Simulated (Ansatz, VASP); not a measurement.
## Two plane-wave programs on KBr

```
CELL_PARAMETERS angstrom
4.03826 0.00000 0.00000
0.00000 4.03826 0.00000
0.00000 0.00000 4.03973
ATOMIC_POSITIONS crystal
K 0.50000 0.50000 0.50000
Br 0.00000 0.00000 0.00000
```

Change from the starting cell: species swapped into the MnIr type (P4/mmm, No. 123).

Alike in both runs: functional PBE; k mesh 6 × 6 × 6; occupations gaussian, width 0.02 eV; no spin polarisation.

Ansatz relaxed the structure, and its values are those at the end. VASP's run is a single point on that final structure, the one shown.

|  | VASP | Ansatz |
| --- | --- | --- |
| version | VASP 6.6.1 | Ansatz 0.2.0 |
| potentials or method | VASP PAW PBE potentials, release 64 (K_sv, Br), cutoff 520 eV | scalar-relativistic, plane waves, PAW |
| valence electrons in the cell | 16 | 16 |

|  | VASP | Ansatz | Ansatz less VASP |
| --- | --- | --- | --- |
| gap on the k mesh at the Fermi level (eV) | 3.87 | 3.87 | +0.002 |
| least direct gap on the mesh (eV) | 4.13 | 4.14 | +0.002 |
| pressure (GPa) | 0.0 | 0.0 | +0.01 |

With one functional, cell and mesh, what is left measures potentials, basis and numerics.
